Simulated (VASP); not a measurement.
# Te2Mo (Fm-3m) in VASP: settings compared

Te2Mo is run at these levels: PBE, r2SCAN; tasks: single point.

All numbers are computed with VASP 6.6.1; they aren't measurements. Logs are shortened: lines on timing, memory, paths and dates and some standing lists are left out, and cuts for length are marked.

### 1 The cell of the first run

Symmetry: Fm-3m, No. 225, cubic system. The conventional cell has a = 6.630 Å, b = 6.630 Å, c = 6.630 Å, α = 90.00°, β = 90.00°, γ = 90.00°. Mo (site symmetry m-3m) has 8 Te at 2.87 Å within 3.8 Å. Within 3.8 Å of Te (site symmetry -43m) lie 4 Mo at 2.87 Å and 6 Te at 3.31 Å.

### 2 Single point, PBE

The input, INCAR:

```
SYSTEM = Te2Mo
PREC = Accurate
ENCUT = 500
EDIFF = 1E-6
ISMEAR = -1
SIGMA = 0.02
LREAL = .False.
LASPH = .True.
NELM = 120
ALGO = Normal
ISIF = 2
LWAVE = .False.
LCHARG = .False.
GGA = PE
NBANDS = 20
GGA_COMPAT = .False.
```

The input, KPOINTS:

```
regular mesh
0
Gamma
  6 6 6
  0 0 0
```

The input, POSCAR:

```
Te2Mo
1.0
    0.0000000000      3.3148317929      3.3148317929
    3.3148317929      0.0000000000      3.3148317929
    3.3148317929      3.3148317929      0.0000000000
Mo Te
1 2
Direct
    0.0000000000      0.0000000000      0.0000000000
    0.2500000000      0.2500000000      0.2500000000
    0.7500000000      0.7500000000      0.7500000000
```

Potentials or basis: VASP PAW PBE potentials, release 64 (Mo_sv, Te).

Run with:

```sh
> cat potpaw_PBE.64/Mo_sv/POTCAR potpaw_PBE.64/Te/POTCAR > POTCAR
> mpirun -np 1 vasp_std > vasp.out
```

OUTCAR:

```text
SYSTEM = Te2Mo
   PREC = Accurate
   ENCUT = 500
   EDIFF = 1E-6
   ISMEAR = -1
   LREAL = .False.
   LASPH = .True.
   NELM = 120
   ISIF = 2
   GGA = PE

 ion  position               nearest neighbor table
   1  0.000  0.000  0.000-   2 2.87   3 2.87   3 2.87   3 2.87   3 2.87   2 2.87   2 2.87   2 2.87

   2  0.250  0.250  0.250-   1 2.87   1 2.87   1 2.87   1 2.87   3 3.31   3 3.31   3 3.31   3 3.31
                             3 3.31   3 3.31
   3  0.750  0.750  0.750-   1 2.87   1 2.87   1 2.87   1 2.87   2 3.31   2 3.31   2 3.31   2 3.31
                             2 3.31   2 3.31

  LATTYP: Found a face centered cubic cell.
 ALAT       =     6.6296635858

  Lattice vectors:

 A1 = (   0.0000000000,   3.3148317929,   3.3148317929)
 A2 = (   3.3148317929,   0.0000000000,   3.3148317929)
 A3 = (   3.3148317929,   3.3148317929,   0.0000000000)

Analysis of symmetry for initial positions (statically):
=====================================================================
 Subroutine PRICEL returns:
 Original cell was already a primitive cell.

 Routine SETGRP: Setting up the symmetry group for a
 face centered cubic supercell.

 Subroutine GETGRP returns: Found 48 space group operations
 (whereof 48 operations were pure point group operations)
 out of a pool of 48 trial point group operations.

The static configuration has the point symmetry O_h .

Analysis of symmetry for dynamics (positions and initial velocities):
=====================================================================
 Subroutine PRICEL returns:
 Original cell was already a primitive cell.

 Routine SETGRP: Setting up the symmetry group for a
 face centered cubic supercell.

 Subroutine GETGRP returns: Found 48 space group operations
 (whereof 48 operations were pure point group operations)
 out of a pool of 48 trial point group operations.

The dynamic configuration has the point symmetry O_h .

 Subroutine INISYM returns: Found 48 space group operations
 (whereof 48 operations are pure point group operations),
 and found     1 'primitive' translations

----------------------------------------------------------------------------------------

                                     Primitive cell

  volume of cell :      72.8475

  direct lattice vectors                    reciprocal lattice vectors
     0.000000000  3.314831793  3.314831793    -0.150837216  0.150837216  0.150837216
     3.314831793  0.000000000  3.314831793     0.150837216 -0.150837216  0.150837216
     3.314831793  3.314831793  0.000000000     0.150837216  0.150837216 -0.150837216

  length of vectors
     4.687880079  4.687880079  4.687880079     0.261257722  0.261257722  0.261257722

  position of ions in fractional coordinates (direct lattice)
     0.000000000  0.000000000  0.000000000
     0.250000000  0.250000000  0.250000000
     0.750000000  0.750000000  0.750000000

  ion indices of the primitive-cell ions
   primitive index   ion index
                 1           1
                 2           2
                 3           3

----------------------------------------------------------------------------------------

 KPOINTS: regular mesh

Automatic generation of k-mesh.
 Grid dimensions read from file:
 generate k-points for:    6    6    6

 Generating k-lattice:

  Cartesian coordinates                     Fractional coordinates (reciprocal lattice)
    -0.025139536  0.025139536  0.025139536     0.166666667  0.000000000  0.000000000
     0.025139536 -0.025139536  0.025139536     0.000000000  0.166666667  0.000000000
     0.025139536  0.025139536 -0.025139536     0.000000000  0.000000000  0.166666667

  Length of vectors
     0.043542954  0.043542954  0.043542954

  Shift w.r.t. Gamma in fractional coordinates (k-lattice)
     0.000000000  0.000000000  0.000000000

 Subroutine IBZKPT returns following result:
 ===========================================

 Found     16 irreducible k-points:

 Following reciprocal coordinates:
            Coordinates               Weight
  0.000000  0.000000  0.000000      1.000000
  0.166667  0.000000  0.000000      8.000000
  0.333333  0.000000  0.000000      8.000000
  0.500000  0.000000  0.000000      4.000000
  0.166667  0.166667  0.000000      6.000000
  0.333333  0.166667  0.000000     24.000000
[... 8 lines left out ...]
 -0.333333  0.333333  0.166667     24.000000
 -0.333333  0.500000  0.166667     12.000000
   k-points           NKPTS =     16   k-points in BZ     NKDIM =     16   number of bands    NBANDS=     20
   number of dos      NEDOS =    301   number of ions     NIONS =      3
   total plane-waves  NPLWV =  46656
   dimension x,y,z NGX =    36 NGY =   36 NGZ =   36
   dimension x,y,z NGXF=    72 NGYF=   72 NGZF=   72
   ions per type =               1   2
   NGX,Y,Z   is equivalent  to a cutoff of  12.77, 12.77, 12.77 a.u.
   NGXF,Y,Z  is equivalent  to a cutoff of  25.53, 25.53, 25.53 a.u.
 SYSTEM =  Te2Mo
   PREC   = accura    normal or accurate (medium, high low for compatibility)
   ISTART =      0    job   : 0-new  1-cont  2-samecut
   ICHARG =      2    charge: 1-file 2-atom 10-const
   ISPIN  =      1    spin polarized calculation?
   LNONCOLLINEAR =      F non collinear calculations
   LSORBIT =      F    spin-orbit coupling
   LASPH  =      T    aspherical Exc in radial PAW
   ENCUT  =  500.0 eV  36.75 Ry    6.06 a.u.   8.55  8.55  8.55*2*pi/ulx,y,z
   NELM   =    120;   NELMIN=  2; NELMDL= -5     # of ELM steps
   EDIFF  = 0.1E-05   stopping-criterion for ELM
   LREAL  =      F    real-space projection
   EDIFFG = 0.1E-04   stopping-criterion for IOM
   NSW    =      0    number of steps for IOM
   IBRION =     -1    ionic relax: 0-MD 1-quasi-New 2-CG
   NFREE  =      0    steps in history (QN), initial steepest desc. (CG)
   ISIF   =      2    stress and relaxation
   ISYM   =      2    0-nonsym 1-usesym 2-fastsym
   POTIM  = 0.5000    time-step for ionic-motion
   TEBEG  =    0.0;   TEEND  =   0.0 temperature during run
   PSTRESS=    0.0 pullay stress
   NELECT =      26.0000    total number of electrons
   NUPDOWN=      -1.0000    fix difference up-down
   EMIN   =  10.00;   EMAX   =-10.00  energy-range for DOS
   EFERMI =   0.00;   METHOD = LEGACY
   ISMEAR =    -1;   SIGMA  =   0.02  broadening in eV -4-tet -1-fermi 0-gaus
   EFERMI_NEDOS =   21; number of points for ismear=-14 and -15
   IALGO  =     38    algorithm
   IMIX   =      4    mixing-type and parameters
     AMIX     =   0.40;   BMIX     =  1.00
     AMIX_MAG =   1.60;   BMIX_MAG =  1.00
  volume/ion in A,a.u.               =      24.28       163.87
  Fermi-wavevector in a.u.,A,eV,Ry     =   1.161256  2.194455 18.347652  1.348514
  Thomas-Fermi vector in A             =   2.297829
   LORBIT       =      0    0 simple, 1 ext, 2 COOP (PROOUT), +10 PAW based schemes
   GGA     = PE    functional components
   LHFCALC =     F    Hartree Fock is set to
   AEXX    =    0.0000 exact exchange contribution
   IVDW    =     0    specifies the selected vdW correction
   LEPSILON=     F    determine dielectric tensor
   LRPA    =     F    only Hartree local field effects (RPA)
 non-spin polarized calculation
  energy-cutoff  :      500.00
  volume of cell :       72.85
 maximum number of plane-waves:      1874
 NGX is ok and might be reduce to    36
   NGX = 17   NGY = 17   NGZ = 17

 number of electron      26.0000001 magnetization

 Free energy of the ion-electron system (eV)
  ---------------------------------------------------
  ext. energy  EPLUGINS =         0.00000000
  ---------------------------------------------------
  free energy    TOTEN  =       -16.48172902 eV

  energy without entropy =      -16.47664742  energy(sigma->0) =      -16.47918822

 E-fermi :   8.8713     XC(G=0): -10.6063

 val. band max:        8.8596289252   @ k =  -0.3333   0.3333   0.1667
 cond. band min:       8.9143172881   @ k =  -0.3333   0.5000   0.1667
 fundamental gap:      0.0546883629
 Fermi energy:         8.8713294088

 k-point     1 :       0.0000    0.0000    0.0000
  band No.  band energies     occupation
      1     -51.6424      2.00000
      2     -25.7675      2.00000
      3     -25.7675      2.00000
      4     -25.7675      2.00000
      5      -4.8509      2.00000
      6      -0.2282      2.00000
[... 12 lines left out ...]
     19      12.3269      0.00000
     20      12.3269      0.00000

 k-point     2 :       0.1667    0.0000    0.0000
  band No.  band energies     occupation
      1     -51.6423      2.00000
      2     -25.7704      2.00000
      3     -25.7679      2.00000
      4     -25.7679      2.00000
      5      -4.6091      2.00000
      6      -0.8086      2.00000
[... 12 lines left out ...]
     19      13.4093      0.00000
     20      13.6870      0.00000

 k-point     3 :       0.3333    0.0000    0.0000
  band No.  band energies     occupation
      1     -51.6421      2.00000
      2     -25.7761      2.00000
      3     -25.7688      2.00000
      4     -25.7688      2.00000
      5      -3.9408      2.00000
      6      -1.8726      2.00000
[... 12 lines left out ...]
     19      14.9277      0.00000
     20      14.9277      0.00000

 k-point     4 :       0.5000    0.0000    0.0000
  band No.  band energies     occupation
      1     -51.6420      2.00000
      2     -25.7789      2.00000
      3     -25.7692      2.00000
      4     -25.7692      2.00000
      5      -3.1419      2.00000
      6      -2.7928      2.00000
[... 245 lines left out ...]
 k-point    15 :      -0.3333    0.3333    0.1667
  band No.  band energies     occupation
      1     -51.6419      2.00000
      2     -25.7766      2.00000
      3     -25.7739      2.00000
      4     -25.7706      2.00000
      5      -2.8127      2.00000
      6      -2.7131      2.00000
[... 12 lines left out ...]
     19      14.3799      0.00000
     20      17.2651      0.00000

 k-point    16 :      -0.3333    0.5000    0.1667
  band No.  band energies     occupation
      1     -51.6419      2.00000
      2     -25.7774      2.00000
      3     -25.7734      2.00000
      4     -25.7715      2.00000
      5      -2.9227      2.00000
      6      -2.4114      2.00000
[... 12 lines left out ...]
     19      15.0686      0.00000
     20      16.0647      0.00000

------------------------ aborting loop because EDIFF is reached ----------------------------------------

  FORCE on cell =-STRESS in cart. coord.  units (eV):
  Direction    XX          YY          ZZ          XY          YZ          ZX
  --------------------------------------------------------------------------------------
  -------------------------------------------------------------------------------------
  Total        0.3072544      0.3072544      0.3072544      0.0000000      0.0000000     -0.0000000
  in kB        6.7576260      6.7576260      6.7576260      0.0000000      0.0000000     -0.0000000
  external PRESSURE =       6.7576260 kB  Pullay stress =       0.0000000 kB

 VOLUME and BASIS-vectors are now :
 -----------------------------------------------------------------------------
  energy-cutoff  :      500.00
  volume of cell :       72.85
      direct lattice vectors                 reciprocal lattice vectors
     0.000000000  3.314831793  3.314831793    -0.150837216  0.150837216  0.150837216
     3.314831793  0.000000000  3.314831793     0.150837216 -0.150837216  0.150837216
     3.314831793  3.314831793  0.000000000     0.150837216  0.150837216 -0.150837216

 POSITION                                       TOTAL-FORCE (eV/Angst)
 -----------------------------------------------------------------------------------
      0.00000      0.00000      0.00000        -0.000000     -0.000000      0.000000
      1.65742      1.65742      1.65742         0.000000      0.000000      0.000000
      4.97225      4.97225      4.97225        -0.000000      0.000000     -0.000000
 -----------------------------------------------------------------------------------
    total drift:                               -0.000000      0.000000      0.000000

  FREE ENERGIE OF THE ION-ELECTRON SYSTEM (eV)
  ---------------------------------------------------
  free  energy   TOTEN  =       -16.4817290192 eV

  energy  without entropy=      -16.4766474224  energy(sigma->0) =      -16.47918822
```

Wall time 27 s (1 thread of AMD EPYC 7R43 (Zen 3), shared host); peak memory 0.18 GiB.

Results:

* Free energy: -16.4817 eV
* Pressure: 0.7 GPa
* Band gap on the k mesh: zero (bands 13 and 14 overlap by 0.89 eV)

Caveat: spin-orbit coupling is left out, which moves the levels of the heavy elements.

### 3 Single point, r2SCAN

POSCAR is that of step 2.

The input, INCAR.step1:

```
PREC = Accurate
ENCUT = 550
ISMEAR = -1
SIGMA = 0.02
LREAL = F
LASPH = T
NELM = 120
NBANDS = 20
GGA = PE
ALGO = Normal
EDIFF = 1E-5
LWAVE = T
LCHARG = F
GGA_COMPAT = F
```

The input, INCAR.step2:

```
PREC = Accurate
ENCUT = 550
EDIFF = 1E-6
ISMEAR = -1
SIGMA = 0.02
LREAL = F
LASPH = T
NELM = 120
ALGO = Normal
ISIF = 2
LWAVE = F
LCHARG = F
METAGGA = R2SCAN
LMIXTAU = T
NBANDS = 20
ISTART = 1
GGA_COMPAT = F
```

The input, KPOINTS:

```
Automatic mesh
0
Gamma
  6 6 6
```

Potentials or basis: VASP PAW PBE potentials, release 64 (Mo_sv, Te).

Run with:

```sh
> cat potpaw_PBE.64/Mo_sv/POTCAR potpaw_PBE.64/Te/POTCAR > POTCAR
> cp INCAR.step1 INCAR
> mpirun -np 1 vasp_std > vasp.out
> cp INCAR.step2 INCAR
> mpirun -np 1 vasp_std > vasp.out
```

Wall time 1.8 min (1 thread of AMD EPYC 7R43 (Zen 3), shared host); peak memory 0.18 GiB.

It converged, with:

| Quantity | Value |
| --- | --- |
| Free energy | -76.0558 eV |
| Pressure | 0.0 GPa |
| Band gap on the k mesh | zero (bands 13 and 14 overlap by 0.88 eV) |

Levels at points of the mesh, in eV from the Fermi level:
```
           k point  band 9  band 10  band 11  band 12  band 13  band 14  band 15  band 16  band 17  band 18
(0.00, 0.00, 0.00)   -5.29    -0.77    -0.77     0.13     0.13     0.13     3.45     3.45     3.45     3.70
(0.50, 0.00, 0.00)   -3.40    -2.74    -2.74    -2.38    -0.46    -0.46     1.49     3.39     3.39     6.46
(0.50, 0.50, 0.00)   -5.01    -1.81    -1.81    -0.86    -0.17     1.48     2.43     3.95     3.95     4.08
```

Caveat: the PAW data sets were made with another functional, which shifts forces and pressure a little; spin-orbit coupling is left out, which moves the levels of the heavy elements.
